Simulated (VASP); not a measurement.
PbS (Galena):

```
Pb S
1.0
     0.00000    2.96575    2.96575
     2.96575    0.00000    2.96575
     2.96575    2.96575    0.00000
Pb S
1 1
Direct
  0.00000 0.00000 0.00000
  0.50000 0.50000 0.50000
```

* Program: VASP 6.6.1
* Task: relaxation of cell and atoms
* Functional: PBEsol
* Dispersion: D3(BJ)
* Potentials or basis: VASP PAW PBE potentials, release 64 (Pb_d, S)
* Cutoff: 600 eV
* k mesh: 8 × 8 × 8
* Occupations: fermi-dirac, width 0.05 eV
* Spin: no spin polarisation

At the start: pressure -2.9 GPa; volume 26.09 Å³/atom.

How do energy, volume and symmetry change on relaxing?

Over 3 steps the energy falls by 12.4 meV/atom and the volume is 24.79 Å³/atom (-5.0 %); space group Fm-3m (No. 225, to 0.05 Å).

Step by step:
```csv
step,energy change (eV),largest force (eV/Å),pressure (GPa),volume (Å³)
1,0.0000,0.0000,-2.93,52.17
2,-0.0212,0.0000,1.23,48.65
3,-0.0247,0.0000,0.01,49.57
```

Final structure:
```
Pb S
1.0
     0.00000    2.91568    2.91568
     2.91568    0.00000    2.91568
     2.91568    2.91568    0.00000
Pb S
1 1
Cartesian
  0.0000 0.0000 0.0000
  2.9157 2.9157 2.9157
```

Caveat: the PAW data sets were made with another functional, which shifts forces and pressure a little.
